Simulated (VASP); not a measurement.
# CdSe (Fm-3m) in VASP: notebook

The runs below take CdSe through single point, with PBEsol.

Program: VASP 6.6.1. These are calculated values, not measurements. Logs are shortened: lines on timing, memory, paths and dates and some standing lists are left out, and cuts for length are marked.

### Step 1. The cell of the first run

The structure is cubic, space group Fm-3m (No. 225). The conventional cell has a = 5.625 Å, b = 5.625 Å, c = 5.625 Å, α = 90.00°, β = 90.00°, γ = 90.00°. Within 3.7 Å of Cd (site symmetry m-3m) lie 6 Se at 2.81 Å. Within 3.7 Å of Se (site symmetry m-3m) lie 6 Cd at 2.81 Å.

### Step 2. Single point, PBEsol

Input file INCAR:

```
PREC = Accurate
ENCUT = 520
EDIFF = 1E-7
ISMEAR = 0
SIGMA = 0.05
LREAL = False
LASPH = True
NELM = 80
ALGO = Normal
ISIF = 2
LWAVE = False
LCHARG = True
GGA = PS
LELF = True
LVHAR = True
NBANDS = 16
```

Input file KPOINTS:

```
regular mesh
0
Gamma
  10 10 10
```

Input file POSCAR:

```
CdSe
1.0
    0.0000000000      2.8127422829      2.8127422829
    2.8127422829      0.0000000000      2.8127422829
    2.8127422829      2.8127422829      0.0000000000
Cd Se
1 1
Direct
    0.0000000000      0.0000000000      0.0000000000
    0.5000000000      0.5000000000      0.5000000000
```

Potentials or basis: VASP PAW PBE potentials, release 64 (Cd, Se).

On the command line:

```
cat potpaw_PBE.64/Cd/POTCAR potpaw_PBE.64/Se/POTCAR > POTCAR
mpirun -np 1 vasp_std > vasp.out
```

OUTCAR:

```text
PREC = Accurate
   ENCUT = 520
   EDIFF = 1E-7
   ISMEAR = 0
   LREAL = False
   LASPH = True
   NELM = 80
   ISIF = 2
   GGA = PS

 ion  position               nearest neighbor table
   1  0.000  0.000  0.000-   2 2.81   2 2.81   2 2.81   2 2.81   2 2.81   2 2.81
   2  0.500  0.500  0.500-   1 2.81   1 2.81   1 2.81   1 2.81   1 2.81   1 2.81

  LATTYP: Found a face centered cubic cell.
 ALAT       =     5.6254845658

  Lattice vectors:

 A1 = (   0.0000000000,   2.8127422829,   2.8127422829)
 A2 = (   2.8127422829,   0.0000000000,   2.8127422829)
 A3 = (   2.8127422829,   2.8127422829,   0.0000000000)

Analysis of symmetry for initial positions (statically):
=====================================================================
 Subroutine PRICEL returns:
 Original cell was already a primitive cell.

 Routine SETGRP: Setting up the symmetry group for a
 face centered cubic supercell.

 Subroutine GETGRP returns: Found 48 space group operations
 (whereof 48 operations were pure point group operations)
 out of a pool of 48 trial point group operations.

The static configuration has the point symmetry O_h .

Analysis of symmetry for dynamics (positions and initial velocities):
=====================================================================
 Subroutine PRICEL returns:
 Original cell was already a primitive cell.

 Routine SETGRP: Setting up the symmetry group for a
 face centered cubic supercell.

 Subroutine GETGRP returns: Found 48 space group operations
 (whereof 48 operations were pure point group operations)
 out of a pool of 48 trial point group operations.

The dynamic configuration has the point symmetry O_h .

 Subroutine INISYM returns: Found 48 space group operations
 (whereof 48 operations are pure point group operations),
 and found     1 'primitive' translations

----------------------------------------------------------------------------------------

                                     Primitive cell

  volume of cell :      44.5061

  direct lattice vectors                    reciprocal lattice vectors
     0.000000000  2.812742283  2.812742283    -0.177762464  0.177762464  0.177762464
     2.812742283  0.000000000  2.812742283     0.177762464 -0.177762464  0.177762464
     2.812742283  2.812742283  0.000000000     0.177762464  0.177762464 -0.177762464

  length of vectors
     3.977818284  3.977818284  3.977818284     0.307893620  0.307893620  0.307893620

  position of ions in fractional coordinates (direct lattice)
     0.000000000  0.000000000  0.000000000
     0.500000000  0.500000000  0.500000000

  ion indices of the primitive-cell ions
   primitive index   ion index
                 1           1
                 2           2

----------------------------------------------------------------------------------------

 KPOINTS: regular mesh

Automatic generation of k-mesh.
 Grid dimensions read from file:
 generate k-points for:   10   10   10

 Generating k-lattice:

  Cartesian coordinates                     Fractional coordinates (reciprocal lattice)
    -0.017776246  0.017776246  0.017776246     0.100000000  0.000000000  0.000000000
     0.017776246 -0.017776246  0.017776246     0.000000000  0.100000000  0.000000000
     0.017776246  0.017776246 -0.017776246     0.000000000  0.000000000  0.100000000

  Length of vectors
     0.030789362  0.030789362  0.030789362

  Shift w.r.t. Gamma in fractional coordinates (k-lattice)
     0.000000000  0.000000000  0.000000000

 Subroutine IBZKPT returns following result:
 ===========================================

 Found     47 irreducible k-points:

 Following reciprocal coordinates:
            Coordinates               Weight
  0.000000  0.000000  0.000000      1.000000
  0.100000  0.000000  0.000000      8.000000
  0.200000  0.000000  0.000000      8.000000
  0.300000  0.000000  0.000000      8.000000
  0.400000  0.000000  0.000000      8.000000
  0.500000  0.000000  0.000000      4.000000
[... 16 lines left out ...]
  0.300000  0.300000  0.000000      6.000000
  0.400000  0.300000  0.000000     24.000000
 [... further k-points ...]
   k-points           NKPTS =     47   k-points in BZ     NKDIM =     47   number of bands    NBANDS=     16
   number of dos      NEDOS =    301   number of ions     NIONS =      2
   total plane-waves  NPLWV =  27000
   dimension x,y,z NGX =    30 NGY =   30 NGZ =   30
   dimension x,y,z NGXF=    60 NGYF=   60 NGZF=   60
   ions per type =               1   1
   NGX,Y,Z   is equivalent  to a cutoff of  12.54, 12.54, 12.54 a.u.
   NGXF,Y,Z  is equivalent  to a cutoff of  25.08, 25.08, 25.08 a.u.
 SYSTEM =  unknown system
   PREC   = accura    normal or accurate (medium, high low for compatibility)
   ISTART =      0    job   : 0-new  1-cont  2-samecut
   ICHARG =      2    charge: 1-file 2-atom 10-const
   ISPIN  =      1    spin polarized calculation?
   LNONCOLLINEAR =      F non collinear calculations
   LSORBIT =      F    spin-orbit coupling
   LASPH  =      T    aspherical Exc in radial PAW
   ENCUT  =  520.0 eV  38.22 Ry    6.18 a.u.   7.40  7.40  7.40*2*pi/ulx,y,z
   NELM   =     80;   NELMIN=  2; NELMDL= -5     # of ELM steps
   EDIFF  = 0.1E-06   stopping-criterion for ELM
   LREAL  =      F    real-space projection
   EDIFFG = 0.1E-05   stopping-criterion for IOM
   NSW    =      0    number of steps for IOM
   IBRION =     -1    ionic relax: 0-MD 1-quasi-New 2-CG
   NFREE  =      0    steps in history (QN), initial steepest desc. (CG)
   ISIF   =      2    stress and relaxation
   ISYM   =      2    0-nonsym 1-usesym 2-fastsym
   POTIM  = 0.5000    time-step for ionic-motion
   TEBEG  =    0.0;   TEEND  =   0.0 temperature during run
   PSTRESS=    0.0 pullay stress
   NELECT =      18.0000    total number of electrons
   NUPDOWN=      -1.0000    fix difference up-down
   EMIN   =  10.00;   EMAX   =-10.00  energy-range for DOS
   EFERMI =   0.00;   METHOD = LEGACY
   ISMEAR =     0;   SIGMA  =   0.05  broadening in eV -4-tet -1-fermi 0-gaus
   EFERMI_NEDOS =   21; number of points for ismear=-14 and -15
   IALGO  =     38    algorithm
   IMIX   =      4    mixing-type and parameters
     AMIX     =   0.40;   BMIX     =  1.00
     AMIX_MAG =   1.60;   BMIX_MAG =  1.00
  volume/ion in A,a.u.               =      22.25       150.17
  Fermi-wavevector in a.u.,A,eV,Ry     =   1.210670  2.287834 19.942351  1.465721
  Thomas-Fermi vector in A             =   2.346209
   LORBIT       =      0    0 simple, 1 ext, 2 COOP (PROOUT), +10 PAW based schemes
   GGA     = PS    functional components
   LHFCALC =     F    Hartree Fock is set to
   AEXX    =    0.0000 exact exchange contribution
   IVDW    =     0    specifies the selected vdW correction
   LEPSILON=     F    determine dielectric tensor
   LRPA    =     F    only Hartree local field effects (RPA)
 non-spin polarized calculation
 Gauss-broadening in eV      SIGMA  =   0.05
  energy-cutoff  :      520.00
  volume of cell :       44.51
 maximum number of plane-waves:      1243
 NGX is ok and might be reduce to    30
   NGX = 15   NGY = 15   NGZ = 15

 number of electron      17.9999992 magnetization

 Free energy of the ion-electron system (eV)
  ---------------------------------------------------
  ext. energy  EPLUGINS =         0.00000000
  ---------------------------------------------------
  free energy    TOTEN  =        -5.98907277 eV

  energy without entropy =       -5.98818291  energy(sigma->0) =       -5.98862784

 E-fermi :   2.7446     XC(G=0): -10.4989

 val. band max:        2.7275581227   @ k =  -0.2000   0.2000   0.0000
 cond. band min:       2.8461051189   @ k =   0.5000   0.4000   0.0000
 fundamental gap:      0.1185469962
 Fermi energy:         2.7445933098

 k-point     1 :       0.0000    0.0000    0.0000
  band No.  band energies     occupation
      1     -10.6079      2.00000
      2      -5.2955      2.00000
      3      -5.2955      2.00000
      4      -5.2756      2.00000
      5      -5.2756      2.00000
      6      -5.2756      2.00000
[... 8 lines left out ...]
     15      12.7252      0.00000
     16      12.7252      0.00000

 k-point     2 :       0.1000    0.0000    0.0000
  band No.  band energies     occupation
      1     -10.5257      2.00000
      2      -5.3211      2.00000
      3      -5.3211      2.00000
      4      -5.2838      2.00000
      5      -5.2615      2.00000
      6      -5.2615      2.00000
[... 8 lines left out ...]
     15      12.1921      0.00000
     16      12.4909      0.00000

 k-point     3 :       0.2000    0.0000    0.0000
  band No.  band energies     occupation
      1     -10.2953      2.00000
      2      -5.3913      2.00000
      3      -5.3913      2.00000
      4      -5.3122      2.00000
      5      -5.2196      2.00000
      6      -5.2196      2.00000
[... 8 lines left out ...]
     15      12.5627      0.00000
     16      12.5627      0.00000

 k-point     4 :       0.3000    0.0000    0.0000
  band No.  band energies     occupation
      1      -9.9720      2.00000
      2      -5.4759      2.00000
      3      -5.4759      2.00000
      4      -5.3707      2.00000
      5      -5.1665      2.00000
      6      -5.1665      2.00000
[... 8 lines left out ...]
     15      13.5256      0.00000
     16      13.5256      0.00000
[... 324 lines left out ...]
 k-point    22 :      -0.2000    0.2000    0.0000
  band No.  band energies     occupation
      1      -9.9083      2.00000
      2      -5.5032      2.00000
      3      -5.4479      2.00000
      4      -5.3117      2.00000
      5      -5.1880      2.00000
      6      -5.1106      2.00000
[... 8 lines left out ...]
     15      14.6184      0.00000
     16      15.7249      0.00000

 k-point    23 :       0.3000    0.3000    0.0000
  band No.  band energies     occupation
      1      -9.9321      2.00000
      2      -5.3635      2.00000
      3      -5.3191      2.00000
      4      -5.2344      2.00000
      5      -5.1440      2.00000
      6      -5.1440      2.00000
[... 8 lines left out ...]
     15      15.8461      0.00000
     16      17.2861      0.00000

 k-point    24 :       0.4000    0.3000    0.0000
  band No.  band energies     occupation
      1      -9.7899      2.00000
      2      -5.3754      2.00000
      3      -5.2628      2.00000
      4      -5.1888      2.00000
      5      -5.0968      2.00000
      6      -5.0624      2.00000
[... 8 lines left out ...]
     15      16.5876      0.00000
     16      17.4664      0.00000

 [... further k-points ...]
[... 5 lines left out ...]
  --------------------------------------------------------------------------------------
  -------------------------------------------------------------------------------------
  Total        0.1499556      0.1499556      0.1499556      0.0000000      0.0000000      0.0000000
  in kB        5.3982574      5.3982574      5.3982574      0.0000000      0.0000000      0.0000000
  external PRESSURE =       5.3982574 kB  Pullay stress =       0.0000000 kB

 VOLUME and BASIS-vectors are now :
 -----------------------------------------------------------------------------
  energy-cutoff  :      520.00
  volume of cell :       44.51
      direct lattice vectors                 reciprocal lattice vectors
     0.000000000  2.812742283  2.812742283    -0.177762464  0.177762464  0.177762464
     2.812742283  0.000000000  2.812742283     0.177762464 -0.177762464  0.177762464
     2.812742283  2.812742283  0.000000000     0.177762464  0.177762464 -0.177762464

 POSITION                                       TOTAL-FORCE (eV/Angst)
 -----------------------------------------------------------------------------------
      0.00000      0.00000      0.00000         0.000000      0.000000     -0.000000
      2.81274      2.81274      2.81274        -0.000000     -0.000000      0.000000
 -----------------------------------------------------------------------------------
    total drift:                               -0.000000      0.000000      0.000000

  FREE ENERGIE OF THE ION-ELECTRON SYSTEM (eV)
  ---------------------------------------------------
  free  energy   TOTEN  =        -5.9890727679 eV

  energy  without entropy=       -5.9881829082  energy(sigma->0) =       -5.98862784
```

It took 45 s on 1 thread of AMD EPYC 7R13, shared host; peak memory 0.16 GiB.

What came out:

```yaml
Free_energy: -5.9891 eV
Pressure: 0.5 GPa
Band_gap_on_the_k_mesh: zero (band 9 reaches 2.73 eV, above the bottom of band 10 at 2.16 eV)
```

Levels at points of the mesh, in eV from the Fermi level:
```tsv
k point	band 5	band 6	band 7	band 8	band 9	band 10	band 11	band 12	band 13	band 14
(0.00, 0.00, 0.00)	-8.02	-8.02	-0.74	-0.74	-0.74	0.20	8.60	8.60	8.60	9.94
(0.50, 0.00, 0.00)	-7.85	-7.85	-5.32	-0.06	-0.06	2.83	5.14	5.14	6.34	11.32
(0.50, 0.50, 0.00)	-7.79	-7.21	-4.58	-2.34	-2.34	-0.58	5.24	10.04	10.65	10.65
```

Caveat: the PAW data sets were made with another functional, which shifts forces and pressure a little.

### Step 3. Single point, PBEsol (volume scaled by 1.040)

Input file INCAR:

```
SYSTEM = CdSe
ALGO     = Normal         ! electronic algorithm
EDIFF    = 1E-6           ! SCF threshold, eV
ENCUT    = 520            ! plane-wave cutoff, eV
GGA      = PS             ! functional
ISIF     = 2              ! what is computed and relaxed
ISMEAR   = 0              ! smearing method
LASPH    = .True.         ! aspherical terms in the spheres
LCHARG   = .False.        ! write CHGCAR
LREAL    = .False.        ! projectors in reciprocal space
LWAVE    = .False.        ! write WAVECAR
NBANDS   = 16             ! bands
NELM     = 60             ! most SCF steps
PREC     = Accurate       ! precision mode
SIGMA    = 0.05           ! smearing width, eV
```

Input file KPOINTS:

```
k-points
0
Gamma
  10 10 10
  0 0 0
```

Input file POSCAR:

```
CdSe
1.0
    0.0000000000      2.8497562944      2.8497562944
    2.8497562944      0.0000000000      2.8497562944
    2.8497562944      2.8497562944      0.0000000000
Cd Se
1 1
Direct
    0.0000000000      0.0000000000      0.0000000000
    0.5000000000      0.5000000000      0.5000000000
```

Potentials or basis: VASP PAW PBE potentials, release 64 (Cd, Se).

On the command line:

```
cat potpaw_PBE.64/Cd/POTCAR potpaw_PBE.64/Se/POTCAR > POTCAR
mpirun -np 1 vasp_std > vasp.out
```

Run time: 41 s. Hardware: 1 thread of AMD EPYC 7R13, shared host; peak memory 0.16 GiB.

Results (log left out):

| Quantity | Value |
| --- | --- |
| Free energy | -5.9800 eV |
| Pressure | -2.1 GPa |
| Band gap on the k mesh | zero (band 9 reaches 2.36 eV, above the bottom of band 10 at 1.81 eV) |

Levels at points of the mesh, in eV from the Fermi level:
| k point | band 7 | band 8 | band 9 | band 10 | band 11 | band 12 |
| --- | --- | --- | --- | --- | --- | --- |
| (0.00, 0.00, 0.00) | -0.67 | -0.67 | -0.67 | 0.04 | 8.58 | 8.58 |
| (0.50, 0.00, 0.00) | -5.12 | -0.06 | -0.06 | 2.86 | 5.15 | 5.15 |
| (0.50, 0.50, 0.00) | -4.31 | -2.18 | -2.18 | -0.57 | 5.30 | 9.76 |

Caveat: the PAW data sets were made with another functional, which shifts forces and pressure a little.

[end of part 1 of 3]
